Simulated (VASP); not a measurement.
NaCl:

```
Na Cl
1.0
     0.00000    2.83175    2.83175
     2.83175    0.00000    2.83175
     2.83175    2.83175    0.00000
Na Cl
1 1
Direct
  0.00000 0.00000 0.00000
  0.50000 0.50000 0.50000
```

Base run:

| Property | Result |
| --- | --- |
| Program | VASP 6.6.1 |
| Functional | r2SCAN |
| Potentials or basis | VASP PAW PBE potentials, release 64 (Na_pv, Cl) |
| Cutoff | 550 eV |
| k mesh | 8 × 8 × 8 |
| Occupations | fermi-dirac, width 0.03 eV |
| Spin | no spin polarisation |

Its results: band gap on the k mesh 5.87 eV; pressure -1.0 GPa.

Task: The run is repeated on the same cell with these changes: functional from r2SCAN to PBEsol; cutoff from 550 eV to 500 eV. What comes out?

Result: Band gap on the k mesh 4.89 eV; pressure -0.8 GPa.

Caveats: the PAW data sets were made with another functional, which shifts forces and pressure a little.

A k mesh can miss the band edges.
